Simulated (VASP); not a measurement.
Runs of VASP 6.6.1 on Au. The structure is that of space group I4/mmm (No. 139), or close to it. The cells are those of the table. 

```csv
cell,gap on the mesh (eV),pressure (GPa)
"a = 2.767 Å, angles 111.6, 111.6, 105.3°, 1 atom",none,(b)
"a = 2.838 Å, angles 111.5, 111.5, 105.4°, 1 atom",none,0.8
"a = 2.887 Å, angles 106.9, 106.9, 114.8°, 1 atom",none,(a)
"a = 2.838 Å, angles 107.5, 107.5, 113.5°, 1 atom",none,0.9
"a = 2.909 Å, angles 107.5, 107.5, 113.4°, 1 atom",none,-8.4
```

Alike in all rows: task single point; level r2SCAN; potentials or basis VASP PAW PBE potentials, release 64 (Au); no spin polarisation; k mesh 26 × 26 × 26; cutoff (eV) 520; smearing gaussian 0.15 eV.

Q: Estimate the missing entries.

A: (a) -5.6; (b) 15.7.

Caveats: the PAW data sets were made with another functional, which shifts forces and pressure a little; spin-orbit coupling is left out, which moves the levels of the heavy elements.

A k mesh can miss the band edges, and the runs leave out spin-orbit coupling on Au.

A gap of «none» marks levels without a gap at the run's occupations.
